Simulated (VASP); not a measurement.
# Sc3Mo in VASP: single point with PBE

Aim: the single point of Sc3Mo with PBE.

Program: VASP 6.6.1. These are calculated values, not measurements. Logs are shortened: lines on timing, memory, paths and dates and some standing lists are left out, and cuts for length are marked.

### 1 The cell of the first run

The typed cell holds 8 atoms: a = 7.226 Å, b = 7.226 Å, c = 7.226 Å, α = 60.00°, β = 60.00°, γ = 60.00°.

### 2 Single point, PBE

File INCAR:

```
SYSTEM = Sc3Mo
PREC     = Accurate       ! precision mode
ENCUT    = 520            ! plane-wave cutoff, eV
EDIFF    = 1E-6           ! SCF threshold, eV
ISMEAR   = 0              ! smearing method
SIGMA    = 0.1            ! smearing width, eV
LREAL    = .False.        ! projectors in reciprocal space
LASPH    = .True.         ! aspherical terms in the spheres
NELM     = 80             ! most SCF steps
ALGO     = Fast           ! electronic algorithm
ISIF     = 2              ! what is computed and relaxed
LWAVE    = .False.        ! write WAVECAR
LCHARG   = .False.        ! write CHGCAR
GGA      = PE             ! functional
NBANDS   = 57             ! bands
```

File KPOINTS:

```
Automatic mesh
0
Gamma
  4 4 4
  0 0 0
```

File POSCAR:

```
Sc3Mo
1.0
    0.0000000000      5.1098502070      5.1098502070
    5.1098502070      0.0000000000      5.1098502070
    5.1098502070      5.1098502070      0.0000000000
Sc Mo
6 2
Direct
    0.7500105907      0.2499894093      0.2499894093
    0.2499894093      0.7500105907      0.2499894093
    0.2499894093      0.7500105907      0.7500105907
    0.7500105907      0.2499894093      0.7500105907
    0.2499894093      0.2499894093      0.7500105907
    0.7500105907      0.7500105907      0.2499894093
    0.0000000000      0.0000000000      0.0000000000
    0.5000000000      0.5000000000      0.5000000000
```

Potentials or basis: VASP PAW PBE potentials, release 64 (Sc_sv, Mo_sv).

Started as:

```console
$ cat potpaw_PBE.64/Sc_sv/POTCAR potpaw_PBE.64/Mo_sv/POTCAR > POTCAR
$ mpirun -np 1 vasp_std > vasp.out
```

OUTCAR:

```text
SYSTEM = Sc3Mo
   PREC = Accurate
   ENCUT = 520
   EDIFF = 1E-6
   ISMEAR = 0
   LREAL = .False.
   LASPH = .True.
   NELM = 80
   ISIF = 2
   GGA = PE

 ion  position               nearest neighbor table
   1  0.750  0.250  0.250-   7 2.55   8 2.56
   2  0.250  0.750  0.250-   7 2.55   8 2.56
   3  0.250  0.750  0.750-   7 2.55   8 2.56
   4  0.750  0.250  0.750-   7 2.55   8 2.56
   5  0.250  0.250  0.750-   7 2.55   8 2.56
   6  0.750  0.750  0.250-   7 2.55   8 2.56
   7  0.000  0.000  0.000-   1 2.55   2 2.55   3 2.55   4 2.55   5 2.55   6 2.55
   8  0.500  0.500  0.500-   1 2.56   2 2.56   3 2.56   4 2.56   5 2.56   6 2.56

  LATTYP: Found a face centered cubic cell.
 ALAT       =    10.2197004140

  Lattice vectors:

 A1 = (   0.0000000000,   5.1098502070,   5.1098502070)
 A2 = (   5.1098502070,   0.0000000000,   5.1098502070)
 A3 = (   5.1098502070,   5.1098502070,   0.0000000000)

Analysis of symmetry for initial positions (statically):
=====================================================================
 Subroutine PRICEL returns:
 Original cell was already a primitive cell.

 Routine SETGRP: Setting up the symmetry group for a
 face centered cubic supercell.

 Subroutine GETGRP returns: Found 48 space group operations
 (whereof 48 operations were pure point group operations)
 out of a pool of 48 trial point group operations.

The static configuration has the point symmetry O_h .

Analysis of symmetry for dynamics (positions and initial velocities):
=====================================================================
 Subroutine PRICEL returns:
 Original cell was already a primitive cell.

 Routine SETGRP: Setting up the symmetry group for a
 face centered cubic supercell.

 Subroutine GETGRP returns: Found 48 space group operations
 (whereof 48 operations were pure point group operations)
 out of a pool of 48 trial point group operations.

The dynamic configuration has the point symmetry O_h .

 Subroutine INISYM returns: Found 48 space group operations
 (whereof 48 operations are pure point group operations),
 and found     1 'primitive' translations

----------------------------------------------------------------------------------------

                                     Primitive cell

  volume of cell :     266.8422

  direct lattice vectors                    reciprocal lattice vectors
     0.000000000  5.109850207  5.109850207    -0.097850226  0.097850226  0.097850226
     5.109850207  0.000000000  5.109850207     0.097850226 -0.097850226  0.097850226
     5.109850207  5.109850207  0.000000000     0.097850226  0.097850226 -0.097850226

  length of vectors
     7.226419464  7.226419464  7.226419464     0.169481564  0.169481564  0.169481564

  position of ions in fractional coordinates (direct lattice)
     0.750010591  0.249989409  0.249989409
     0.249989409  0.750010591  0.249989409
     0.249989409  0.750010591  0.750010591
     0.750010591  0.249989409  0.750010591
     0.249989409  0.249989409  0.750010591
     0.750010591  0.750010591  0.249989409
     0.000000000  0.000000000  0.000000000
     0.500000000  0.500000000  0.500000000

  ion indices of the primitive-cell ions
   primitive index   ion index
                 1           1
                 2           2
                 3           3
                 4           4
                 5           5
                 6           6
                 7           7
                 8           8

----------------------------------------------------------------------------------------

 KPOINTS: Automatic mesh

Automatic generation of k-mesh.
 Grid dimensions read from file:
 generate k-points for:    4    4    4

 Generating k-lattice:

  Cartesian coordinates                     Fractional coordinates (reciprocal lattice)
    -0.024462557  0.024462557  0.024462557     0.250000000  0.000000000  0.000000000
     0.024462557 -0.024462557  0.024462557     0.000000000  0.250000000  0.000000000
     0.024462557  0.024462557 -0.024462557     0.000000000  0.000000000  0.250000000

  Length of vectors
     0.042370391  0.042370391  0.042370391

  Shift w.r.t. Gamma in fractional coordinates (k-lattice)
     0.000000000  0.000000000  0.000000000

 Subroutine IBZKPT returns following result:
 ===========================================

 Found      8 irreducible k-points:

 Following reciprocal coordinates:
            Coordinates               Weight
  0.000000  0.000000  0.000000      1.000000
  0.250000  0.000000  0.000000      8.000000
  0.500000  0.000000  0.000000      4.000000
  0.250000  0.250000  0.000000      6.000000
  0.500000  0.250000  0.000000     24.000000
 -0.250000  0.250000  0.000000     12.000000
  0.500000  0.500000  0.000000      3.000000
 -0.250000  0.500000  0.250000      6.000000
   k-points           NKPTS =      8   k-points in BZ     NKDIM =      8   number of bands    NBANDS=     57
   number of dos      NEDOS =    301   number of ions     NIONS =      8
   total plane-waves  NPLWV = 157464
   dimension x,y,z NGX =    54 NGY =   54 NGZ =   54
   dimension x,y,z NGXF=   108 NGYF=  108 NGZF=  108
   ions per type =               6   2
   NGX,Y,Z   is equivalent  to a cutoff of  12.42, 12.42, 12.42 a.u.
   NGXF,Y,Z  is equivalent  to a cutoff of  24.85, 24.85, 24.85 a.u.
 SYSTEM =  Sc3Mo
   PREC   = accura    normal or accurate (medium, high low for compatibility)
   ISTART =      0    job   : 0-new  1-cont  2-samecut
   ICHARG =      2    charge: 1-file 2-atom 10-const
   ISPIN  =      1    spin polarized calculation?
   LNONCOLLINEAR =      F non collinear calculations
   LSORBIT =      F    spin-orbit coupling
   LASPH  =      T    aspherical Exc in radial PAW
   ENCUT  =  520.0 eV  38.22 Ry    6.18 a.u.  13.44 13.44 13.44*2*pi/ulx,y,z
   NELM   =     80;   NELMIN=  2; NELMDL= -5     # of ELM steps
   EDIFF  = 0.1E-05   stopping-criterion for ELM
   LREAL  =      F    real-space projection
   EDIFFG = 0.1E-04   stopping-criterion for IOM
   NSW    =      0    number of steps for IOM
   IBRION =     -1    ionic relax: 0-MD 1-quasi-New 2-CG
   NFREE  =      0    steps in history (QN), initial steepest desc. (CG)
   ISIF   =      2    stress and relaxation
   ISYM   =      2    0-nonsym 1-usesym 2-fastsym
   POTIM  = 0.5000    time-step for ionic-motion
   TEBEG  =    0.0;   TEEND  =   0.0 temperature during run
   PSTRESS=    0.0 pullay stress
   NELECT =      94.0000    total number of electrons
   NUPDOWN=      -1.0000    fix difference up-down
   EMIN   =  10.00;   EMAX   =-10.00  energy-range for DOS
   EFERMI =   0.00;   METHOD = LEGACY
   ISMEAR =     0;   SIGMA  =   0.10  broadening in eV -4-tet -1-fermi 0-gaus
   EFERMI_NEDOS =   21; number of points for ismear=-14 and -15
   IALGO  =     68    algorithm
   IMIX   =      4    mixing-type and parameters
     AMIX     =   0.40;   BMIX     =  1.00
     AMIX_MAG =   1.60;   BMIX_MAG =  1.00
  volume/ion in A,a.u.               =      33.36       225.09
  Fermi-wavevector in a.u.,A,eV,Ry     =   1.156199  2.184899 18.188218  1.336796
  Thomas-Fermi vector in A             =   2.292821
   LORBIT       =      0    0 simple, 1 ext, 2 COOP (PROOUT), +10 PAW based schemes
   GGA     = PE    functional components
   LHFCALC =     F    Hartree Fock is set to
   AEXX    =    0.0000 exact exchange contribution
   IVDW    =     0    specifies the selected vdW correction
   LEPSILON=     F    determine dielectric tensor
   LRPA    =     F    only Hartree local field effects (RPA)
 non-spin polarized calculation
 RMM-DIIS sequential band-by-band and
 Gauss-broadening in eV      SIGMA  =   0.10
  energy-cutoff  :      520.00
  volume of cell :      266.84
 maximum number of plane-waves:      7239
 NGX is ok and might be reduce to    54
   NGX = 27   NGY = 27   NGZ = 27

 number of electron      93.9999980 magnetization

 Free energy of the ion-electron system (eV)
  ---------------------------------------------------
  ext. energy  EPLUGINS =         0.00000000
  ---------------------------------------------------
  free energy    TOTEN  =       -52.25760227 eV

  energy without entropy =      -52.17444718  energy(sigma->0) =      -52.21602473

 E-fermi :   2.3339     XC(G=0):  -8.4308

 val. band max:        2.2918526933   @ k =   0.5000   0.2500   0.0000
 cond. band min:       2.3659331970   @ k =   0.5000   0.2500   0.0000
 fundamental gap:      0.0740805037
 Fermi energy:         2.3339171985

 k-point     1 :       0.0000    0.0000    0.0000
  band No.  band energies     occupation
      1     -57.2281      2.00000
      2     -57.2257      2.00000
      3     -47.4204      2.00000
      4     -47.4201      2.00000
      5     -47.4201      2.00000
      6     -47.4201      2.00000
[... 49 lines left out ...]
     56       4.1539      0.00000
     57       4.1716      0.00000

 k-point     2 :       0.2500    0.0000    0.0000
  band No.  band energies     occupation
      1     -57.2277      2.00000
      2     -57.2260      2.00000
      3     -47.4203      2.00000
      4     -47.4201      2.00000
      5     -47.4189      2.00000
      6     -47.4189      2.00000
[... 49 lines left out ...]
     56       3.7549      0.00000
     57       3.8005      0.00000

 k-point     3 :       0.5000    0.0000    0.0000
  band No.  band energies     occupation
      1     -57.2272      2.00000
      2     -57.2265      2.00000
      3     -47.4202      2.00000
      4     -47.4202      2.00000
      5     -47.4160      2.00000
      6     -47.4160      2.00000
[... 234 lines left out ...]
      1     -57.2273      2.00000
      2     -57.2264      2.00000
      3     -47.4201      2.00000
      4     -47.4201      2.00000
      5     -47.4201      2.00000
      6     -47.4175      2.00000
[... 49 lines left out ...]
     56       3.8900      0.00000
     57       4.0207      0.00000

 k-point     8 :      -0.2500    0.5000    0.2500
  band No.  band energies     occupation
      1     -57.2272      2.00000
      2     -57.2265      2.00000
      3     -47.4201      2.00000
      4     -47.4201      2.00000
      5     -47.4184      2.00000
      6     -47.4184      2.00000
[... 49 lines left out ...]
     56       3.8177      0.00000
     57       3.9886      0.00000

------------------------ aborting loop because EDIFF is reached ----------------------------------------

  FORCE on cell =-STRESS in cart. coord.  units (eV):
  Direction    XX          YY          ZZ          XY          YZ          ZX
  --------------------------------------------------------------------------------------
  -------------------------------------------------------------------------------------
  Total        0.4343527      0.4343527      0.4343527      0.0000000      0.0000000      0.0000000
  in kB        2.6079462      2.6079462      2.6079462      0.0000000      0.0000000      0.0000000
  external PRESSURE =       2.6079462 kB  Pullay stress =       0.0000000 kB

 VOLUME and BASIS-vectors are now :
 -----------------------------------------------------------------------------
  energy-cutoff  :      520.00
  volume of cell :      266.84
      direct lattice vectors                 reciprocal lattice vectors
     0.000000000  5.109850207  5.109850207    -0.097850226  0.097850226  0.097850226
     5.109850207  0.000000000  5.109850207     0.097850226 -0.097850226  0.097850226
     5.109850207  5.109850207  0.000000000     0.097850226  0.097850226 -0.097850226

 POSITION                                       TOTAL-FORCE (eV/Angst)
 -----------------------------------------------------------------------------------
      2.55482      5.10985      5.10985         0.001747      0.000000      0.000000
      5.10985      2.55482      5.10985        -0.000000      0.001747      0.000000
      7.66488      5.10985      5.10985        -0.001747      0.000000      0.000000
      5.10985      7.66488      5.10985        -0.000000     -0.001747      0.000000
      5.10985      5.10985      2.55482        -0.000000      0.000000      0.001747
      5.10985      5.10985      7.66488        -0.000000      0.000000     -0.001747
      0.00000      0.00000      0.00000         0.000000      0.000000      0.000000
      5.10985      5.10985      5.10985        -0.000000      0.000000      0.000000
 -----------------------------------------------------------------------------------
    total drift:                                0.000000      0.000000      0.000000

  FREE ENERGIE OF THE ION-ELECTRON SYSTEM (eV)
  ---------------------------------------------------
  free  energy   TOTEN  =       -52.2576022651 eV

  energy  without entropy=      -52.1744471850  energy(sigma->0) =      -52.21602473
```

Wall time 5.7 min (1 thread of Intel Xeon 6975P-C (Granite Rapids), shared host); peak memory 0.45 GiB.

Results:

```yaml
Free_energy: -52.2576 eV
Pressure: 0.3 GPa
Band_gap_on_the_k_mesh: zero (band 47 reaches 2.59 eV, above the bottom of band 48 at 2.28 eV)
```
